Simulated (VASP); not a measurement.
# Mg (P6_3/mmc) in VASP: a series of runs

The runs below take Mg through single point, with pbesol exchange, lda correlation.

All numbers are computed with VASP 6.6.1; they aren't measurements. Logs are shortened: lines on timing, memory, paths and dates and some standing lists are left out, and cuts for length are marked.

## Step 1: The cell of the first run

It takes space group P6_3/mmc (No. 194, hexagonal). The conventional cell has a = 3.155 Å, b = 3.155 Å, c = 5.122 Å, α = 90.00°, β = 90.00°, γ = 120.00°. Mg (site symmetry -6m2) has 12 Mg at 3.14 to 3.15 Å within 4.1 Å.

## Step 2: Single point, pbesol exchange, lda correlation

Input file INCAR:

```
ALGO     = Normal         # electronic algorithm
EDIFF    = 1E-6           # SCF threshold, eV
ENCUT    = 600            # plane-wave cutoff, eV
GGA      = LIBXC          # functional
GGA_COMPAT= F            
ISIF     = 2              # what is computed and relaxed
ISMEAR   = 1              # smearing method
LASPH    = T              # aspherical terms in the spheres
LCHARG   = F              # write CHGCAR
LIBXC1   = GGA_X_PBE_SOL
LIBXC2   = LDA_C_PW     
LREAL    = F              # projectors in reciprocal space
LWAVE    = F              # write WAVECAR
NBANDS   = 9              # bands
NELM     = 120            # most SCF steps
PREC     = Accurate       # precision mode
SIGMA    = 0.2            # smearing width, eV
```

Input file KPOINTS:

```
k-points
0
Gamma
  8 8 5
```

Input file POSCAR:

```
Mg
1.0
    3.1548945744      0.0000000000      0.0000000000
   -1.5774472872      2.7322234401      0.0000000000
    0.0000000000      0.0000000000      5.1219727670
Mg
2
Direct
    0.3333333333      0.6666666667      0.2500000000
    0.6666666667      0.3333333333      0.7500000000
```

Potentials or basis: VASP PAW PBE potentials, release 64 (Mg).

On the command line:

```sh
$ cat potpaw_PBE.64/Mg/POTCAR > POTCAR
$ mpirun -np 1 vasp_std > vasp.out
```

OUTCAR:

```text
EDIFF = 1E-6
   ENCUT = 600
   GGA = LIBXC
   ISIF = 2
   ISMEAR = 1
   LASPH = T
   LREAL = F
   NELM = 120
   PREC = Accurate

 ion  position               nearest neighbor table
   1  0.333  0.667  0.250-   2 3.14   2 3.14   2 3.14   2 3.14   2 3.14   2 3.14
   2  0.667  0.333  0.750-   1 3.14   1 3.14   1 3.14   1 3.14   1 3.14   1 3.14

  LATTYP: Found a hexagonal cell.
 ALAT       =     3.1548945744
 C/A-ratio  =     1.6235004518

  Lattice vectors:

 A1 = (   3.1548945744,   0.0000000000,   0.0000000000)
 A2 = (  -1.5774472872,   2.7322234401,   0.0000000000)
 A3 = (   0.0000000000,   0.0000000000,   5.1219727670)

Analysis of symmetry for initial positions (statically):
=====================================================================
 Subroutine PRICEL returns:
 Original cell was already a primitive cell.

 Routine SETGRP: Setting up the symmetry group for a
 hexagonal supercell.

 Subroutine GETGRP returns: Found 24 space group operations
 (whereof 12 operations were pure point group operations)
 out of a pool of 24 trial point group operations.

The static configuration has the point symmetry D_3d.
 The point group associated with its full space group is D_6h.

Analysis of symmetry for dynamics (positions and initial velocities):
=====================================================================
 Subroutine PRICEL returns:
 Original cell was already a primitive cell.

 Routine SETGRP: Setting up the symmetry group for a
 hexagonal supercell.

 Subroutine GETGRP returns: Found 24 space group operations
 (whereof 12 operations were pure point group operations)
 out of a pool of 24 trial point group operations.

The dynamic configuration has the point symmetry D_3d.
 The point group associated with its full space group is D_6h.

 Subroutine INISYM returns: Found 24 space group operations
 (whereof 12 operations are pure point group operations),
 and found     1 'primitive' translations

----------------------------------------------------------------------------------------

                                     Primitive cell

  volume of cell :      44.1508

  direct lattice vectors                    reciprocal lattice vectors
     3.154894574  0.000000000  0.000000000     0.316967802  0.183001138  0.000000000
    -1.577447287  2.732223440  0.000000000     0.000000000  0.366002277  0.000000000
     0.000000000  0.000000000  5.121972767     0.000000000  0.000000000  0.195237274

  length of vectors
     3.154894574  3.154898552  5.121972767     0.366002738  0.366002277  0.195237274

  position of ions in fractional coordinates (direct lattice)
     0.333333333  0.666666667  0.250000000
     0.666666667  0.333333333  0.750000000

  ion indices of the primitive-cell ions
   primitive index   ion index
                 1           1
                 2           2

----------------------------------------------------------------------------------------

 KPOINTS: k-points

Automatic generation of k-mesh.
 Grid dimensions read from file:
 generate k-points for:    8    8    5

 Generating k-lattice:

  Cartesian coordinates                     Fractional coordinates (reciprocal lattice)
     0.039620975  0.022875142  0.000000000     0.125000000 -0.000000000  0.000000000
     0.000000000  0.045750285  0.000000000     0.000000000  0.125000000  0.000000000
     0.000000000  0.000000000  0.039047455     0.000000000  0.000000000  0.200000000

  Length of vectors
     0.045750342  0.045750285  0.039047455

  Shift w.r.t. Gamma in fractional coordinates (k-lattice)
     0.000000000  0.000000000  0.000000000

 Subroutine IBZKPT returns following result:
 ===========================================

 Found     30 irreducible k-points:

 Following reciprocal coordinates:
            Coordinates               Weight
  0.000000  0.000000  0.000000      1.000000
  0.125000  0.000000  0.000000      6.000000
  0.250000  0.000000  0.000000      6.000000
  0.375000 -0.000000  0.000000      6.000000
  0.500000  0.000000  0.000000      3.000000
  0.125000  0.125000  0.000000      6.000000
[... 16 lines left out ...]
  0.250000  0.000000  0.400000     12.000000
  0.375000 -0.000000  0.400000     12.000000
 [... further k-points ...]
   k-points           NKPTS =     30   k-points in BZ     NKDIM =     30   number of bands    NBANDS=      9
   number of dos      NEDOS =    301   number of ions     NIONS =      2
   total plane-waves  NPLWV =  32928
   dimension x,y,z NGX =    28 NGY =   28 NGZ =   42
   dimension x,y,z NGXF=    56 NGYF=   56 NGZF=   84
   ions per type =               2
   NGX,Y,Z   is equivalent  to a cutoff of  14.75, 14.75, 13.63 a.u.
   NGXF,Y,Z  is equivalent  to a cutoff of  29.51, 29.51, 27.26 a.u.
 SYSTEM =  unknown system
   PREC   = accura    normal or accurate (medium, high low for compatibility)
   ISTART =      0    job   : 0-new  1-cont  2-samecut
   ICHARG =      2    charge: 1-file 2-atom 10-const
   ISPIN  =      1    spin polarized calculation?
   LNONCOLLINEAR =      F non collinear calculations
   LSORBIT =      F    spin-orbit coupling
   LASPH  =      T    aspherical Exc in radial PAW
   ENCUT  =  600.0 eV  44.10 Ry    6.64 a.u.   6.30  6.30 10.23*2*pi/ulx,y,z
   NELM   =    120;   NELMIN=  2; NELMDL= -5     # of ELM steps
   EDIFF  = 0.1E-05   stopping-criterion for ELM
   LREAL  =      F    real-space projection
   EDIFFG = 0.1E-04   stopping-criterion for IOM
   NSW    =      0    number of steps for IOM
   IBRION =     -1    ionic relax: 0-MD 1-quasi-New 2-CG
   NFREE  =      0    steps in history (QN), initial steepest desc. (CG)
   ISIF   =      2    stress and relaxation
   ISYM   =      2    0-nonsym 1-usesym 2-fastsym
   POTIM  = 0.5000    time-step for ionic-motion
   TEBEG  =    0.0;   TEEND  =   0.0 temperature during run
   PSTRESS=    0.0 pullay stress
   NELECT =       4.0000    total number of electrons
   NUPDOWN=      -1.0000    fix difference up-down
   EMIN   =  10.00;   EMAX   =-10.00  energy-range for DOS
   EFERMI =   0.00;   METHOD = LEGACY
   ISMEAR =     1;   SIGMA  =   0.20  broadening in eV -4-tet -1-fermi 0-gaus
   EFERMI_NEDOS =   21; number of points for ismear=-14 and -15
   IALGO  =     38    algorithm
   IMIX   =      4    mixing-type and parameters
     AMIX     =   0.40;   BMIX     =  1.00
     AMIX_MAG =   1.60;   BMIX_MAG =  1.00
  volume/ion in A,a.u.               =      22.08       148.97
  Fermi-wavevector in a.u.,A,eV,Ry     =   0.735273  1.389465  7.355672  0.540627
  Thomas-Fermi vector in A             =   1.828430
   LORBIT       =      0    0 simple, 1 ext, 2 COOP (PROOUT), +10 PAW based schemes
   GGA     = LIBXC    functional components
   LHFCALC =     F    Hartree Fock is set to
   AEXX    =    0.0000 exact exchange contribution
   IVDW    =     0    specifies the selected vdW correction
   LEPSILON=     F    determine dielectric tensor
   LRPA    =     F    only Hartree local field effects (RPA)
 non-spin polarized calculation
 Methfessel and Paxton  Order N= 1 SIGMA  =   0.20
  energy-cutoff  :      600.00
  volume of cell :       44.15
 maximum number of plane-waves:      1487
 NGX is ok and might be reduce to    28
   NGX = 13   NGY = 13   NGZ = 21

 number of electron       4.0000000 magnetization

 Free energy of the ion-electron system (eV)
  ---------------------------------------------------
  ext. energy  EPLUGINS =         0.00000000
  ---------------------------------------------------
  free energy    TOTEN  =        -2.14267170 eV

  energy without entropy =       -2.14331799  energy(sigma->0) =       -2.14288713

 E-fermi :   2.8585     XC(G=0):  -8.6254

 val. band max:        2.8107179159   @ k =   0.2500   0.2500   0.2000
 cond. band min:       3.1135076230   @ k =   0.3750  -0.0000   0.0000
 fundamental gap:      0.3027897071
 Fermi energy:         2.8584532962

 k-point     1 :       0.0000    0.0000    0.0000
  band No.  band energies     occupation
      1      -4.2549      2.00000
      2       1.1189      2.00000
      3       1.5730      2.00000
      4      14.0031      0.00000
      5      14.0031      0.00000
      6      14.1419      0.00000
      7      14.1419      0.00000
      8      14.9046      0.00000
      9      16.5719      0.00000

 k-point     2 :       0.1250    0.0000    0.0000
  band No.  band energies     occupation
      1      -3.9398      2.00000
      2       1.4058      2.00000
      3       1.8776      2.00000
      4      10.3936      0.00000
      5      12.2446      0.00000
      6      12.9911      0.00000
      7      15.1944      0.00000
      8      15.6067      0.00000
      9      16.2116      0.00000

 k-point     3 :       0.2500    0.0000    0.0000
  band No.  band energies     occupation
      1      -3.0008      2.00000
      2       2.2675      2.00024
      3       2.7535      1.76665
      4       6.7429     -0.00000
      5      10.9379      0.00000
      6      10.9984      0.00000
      7      11.5304      0.00000
      8      13.3253      0.00000
      9      15.4782      0.00000

 k-point     4 :       0.3750   -0.0000    0.0000
  band No.  band energies     occupation
      1      -1.4572      2.00000
      2       3.1135     -0.07018
      3       3.7059     -0.00000
      4       4.6499     -0.00000
      5       8.3554      0.00000
      6       8.7123      0.00000
      7      10.1563      0.00000
      8      11.8111      0.00000
      9      14.5819      0.00000

 k-point     5 :       0.5000    0.0000    0.0000
  band No.  band energies     occupation
      1       0.6516      2.00000
      2       0.6565      2.00000
      3       5.5525     -0.00000
      4       5.9250     -0.00000
      5       6.2184     -0.00000
      6       6.5976     -0.00000
      7       9.8964      0.00000
      8      11.3577      0.00000
      9      14.2803      0.00000

 k-point     6 :       0.1250    0.1250    0.0000
  band No.  band energies     occupation
      1      -3.3127      2.00000
      2       1.9801      2.00000
      3       2.4713      2.01957
      4       8.5250      0.00000
      5       8.8993      0.00000
      6      13.1985      0.00000
      7      13.6941      0.00000
      8      13.9706      0.00000
      9      14.3887      0.00000
[... 169 lines left out ...]
 k-point    21 :       0.0000    0.0000    0.4000
  band No.  band energies     occupation
      1      -3.3392      2.00000
      2      -2.2073      2.00000
      3       6.4773     -0.00000
      4       9.5631      0.00000
      5      14.6106      0.00000
      6      14.6107      0.00000
      7      14.6469      0.00000
      8      14.6469      0.00000
      9      16.1778      0.00000

 k-point    22 :       0.1250    0.0000    0.4000
  band No.  band energies     occupation
      1      -3.0272      2.00000
      2      -1.8991      2.00000
      3       6.7393     -0.00000
      4       9.7463      0.00000
      5      11.2590      0.00000
      6      12.0951      0.00000
      7      12.9962      0.00000
      8      13.9302      0.00000
      9      14.6783      0.00000

 k-point    23 :       0.2500    0.0000    0.4000
  band No.  band energies     occupation
      1      -2.0974      2.00000
      2      -0.9812      2.00000
      3       7.0602      0.00000
      4       7.9226      0.00000
      5       8.5280      0.00000
      6      10.6505      0.00000
      7      11.7009      0.00000
      8      12.6585      0.00000
      9      13.2375      0.00000

 k-point    24 :       0.3750   -0.0000    0.4000
  band No.  band energies     occupation
      1      -0.5706      2.00000
      2       0.5199      2.00000
      3       4.2479     -0.00000
      4       5.2945     -0.00000
      5       9.0093      0.00000
      6      10.9182      0.00000
      7      11.2012      0.00000
      8      11.8737      0.00000
      9      12.6315      0.00000

 [... further k-points ...]
[... 5 lines left out ...]
  --------------------------------------------------------------------------------------
  -------------------------------------------------------------------------------------
  Total        0.4503296      0.4503311      0.5988005     -0.0000000     -0.0000000      0.0000000
  in kB       16.3419060     16.3419610     21.7297353     -0.0000000     -0.0000000      0.0000000
  external PRESSURE =      18.1378674 kB  Pullay stress =       0.0000000 kB

 VOLUME and BASIS-vectors are now :
 -----------------------------------------------------------------------------
  energy-cutoff  :      600.00
  volume of cell :       44.15
      direct lattice vectors                 reciprocal lattice vectors
     3.154894574  0.000000000  0.000000000     0.316967802  0.183001138  0.000000000
    -1.577447287  2.732223440  0.000000000     0.000000000  0.366002277  0.000000000
     0.000000000  0.000000000  5.121972767     0.000000000  0.000000000  0.195237274

 POSITION                                       TOTAL-FORCE (eV/Angst)
 -----------------------------------------------------------------------------------
     -0.00000      1.82148      1.28049         0.000000     -0.000000      0.000000
      1.57745      0.91074      3.84148        -0.000000      0.000000      0.000000
 -----------------------------------------------------------------------------------
    total drift:                                0.000000     -0.000000      0.000000

  FREE ENERGIE OF THE ION-ELECTRON SYSTEM (eV)
  ---------------------------------------------------
  free  energy   TOTEN  =        -2.1426717016 eV

  energy  without entropy=       -2.1433179934  energy(sigma->0) =       -2.14288713
```

It took 12 s on 1 thread of Intel Xeon 6975P-C (Granite Rapids), shared host; peak memory 0.16 GiB.

What came out:

```yaml
Free_energy: -2.1427 eV
Pressure: 1.8 GPa
Band_gap_on_the_k_mesh: zero (bands 2 and 3 overlap by 2.26 eV)
```

Stress tensor (GPa, compression positive):
```
1.63 0.00 0.00
0.00 1.63 0.00
0.00 0.00 2.17
```

Levels at points of the mesh, in eV from the Fermi level:
```
           k point  band 1  band 2  band 3  band 4  band 5  band 6
(0.00, 0.00, 0.00)   -7.11   -1.74   -1.29   11.14   11.14   11.28
(0.50, 0.00, 0.00)   -2.21   -2.20    2.69    3.07    3.36    3.74
```

Caveat: the PAW data sets were made with another functional, which shifts forces and pressure a little.

## Step 3: Single point, pbesol exchange, lda correlation

This run uses another cell than the first one, of 22.77 Å³/atom.

Input file INCAR:

```
PREC = Accurate ; ENCUT = 600
EDIFF = 1E-6 ; ISMEAR = 1
SIGMA = 0.2 ; LREAL = F
LASPH = T ; NELM = 120
ALGO = Normal ; ISIF = 2
LWAVE = F ; LCHARG = T
GGA = LIBXC ; LIBXC1 = GGA_X_PBE_SOL
LIBXC2 = LDA_C_PW ; LELF = T
LVHAR = T ; NBANDS = 9
GGA_COMPAT = F
```

Input file KPOINTS:

```
regular mesh
0
Gamma
  8 8 5
```

Input file POSCAR:

```
Mg
1.0
    3.1877604248      0.0000000000      0.0000000000
   -1.5938802124      2.7606861494      0.0000000000
    0.0000000000      0.0000000000      5.1753304900
Mg
2
Direct
    0.3333333333      0.6666666667      0.2500000000
    0.6666666667      0.3333333333      0.7500000000
```

Potentials or basis: VASP PAW PBE potentials, release 64 (Mg).

On the command line:

```sh
$ cat potpaw_PBE.64/Mg/POTCAR > POTCAR
$ mpirun -np 1 vasp_std > vasp.out
```

Run time: 13 s. Hardware: 1 thread of Intel Xeon 6975P-C (Granite Rapids), shared host; peak memory 0.17 GiB.

The run converged. Its results:

```yaml
Free_energy: -2.1530 eV
Pressure: 0.6 GPa
Band_gap_on_the_k_mesh: zero (bands 2 and 3 overlap by 2.25 eV)
```

Stress tensor (GPa, compression positive):
```
0.41 0.00 0.00
0.00 0.41 0.00
0.00 0.00 0.95
```

Levels at points of the mesh, in eV from the Fermi level:
| k point | band 1 | band 2 | band 3 | band 4 | band 5 |
| --- | --- | --- | --- | --- | --- |
| (0.00, 0.00, 0.00) | -6.98 | -1.69 | -1.29 | 10.96 | 10.96 |
| (0.50, 0.00, 0.00) | -2.18 | -2.15 | 2.65 | 3.06 | 3.27 |

Caveat: the PAW data sets were made with another functional, which shifts forces and pressure a little.
